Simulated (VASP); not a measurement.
Wanted: the native input for a VASP 6.6.1 run.

```yaml
Task: relaxation of cell and atoms
Functional: PBEsol
Potentials_or_basis: VASP PAW PBE potentials, release 64 (Au)
Cutoff: 500 eV
k_mesh: 10 × 10 × 10
Occupations: gaussian, width 0.1 eV
Spin: no spin polarisation
Target_pressure: 40 GPa
Dipole_correction: no
Further_INCAR_settings: ALGO = Normal; EDIFF = 1e-07; IBRION = 2; EDIFFG = -0.01; NSW = 80; ISIF = 3
```

The structure of Au lies in POSCAR:

```
Au
1.0
    0.0000000000      2.0350000000      2.0350000000
    2.0350000000      0.0000000000      2.0350000000
    2.0350000000      2.0350000000      0.0000000000
Au
1
Direct
    0.0000000000      0.0000000000      0.0000000000
```

One way to write it, as run:

INCAR

```
PREC = Accurate
ENCUT = 500
EDIFF = 1E-7
ISMEAR = 0
SIGMA = 0.1
LREAL = False
LASPH = True
NELM = 120
ALGO = Normal
ISIF = 3
LWAVE = False
LCHARG = False
GGA = PS
IBRION = 2
NSW = 80
EDIFFG = -0.01
PSTRESS = 400.0
GGA_COMPAT = False
NELMIN = 4
```

KPOINTS

```
Automatic mesh
0
Gamma
  10 10 10
```

Potentials or basis: VASP PAW PBE potentials, release 64 (Au).

Launch:

```console
$ cat potpaw_PBE.64/Au/POTCAR > POTCAR
$ mpirun -np 1 vasp_std > vasp.out
```

Results of the run:

```
Relaxed volume                                         : 14.65 Å³/atom
Relaxed cell                                           : a = 2.746 Å, b = 2.746 Å, c = 2.746 Å, α = 60.00°, β = 60.00°, γ = 60.00°
Space group after relaxing (to 0.05 Å)                 : Fm-3m (No. 225)
Energy change on relaxing (the enthalpy is what falls) : +250.6 meV/atom
Ionic steps                                            : 16
Pressure after relaxing                                : 40.0 GPa
```

Caveat: the cell is relaxed towards a set pressure, so the enthalpy falls and the energy may rise; the PAW data sets were made with another functional, which shifts forces and pressure a little.

Run time: 110 s on 1 thread of Intel Xeon 8259CL, on a shared host, peak memory 0.16 GiB.
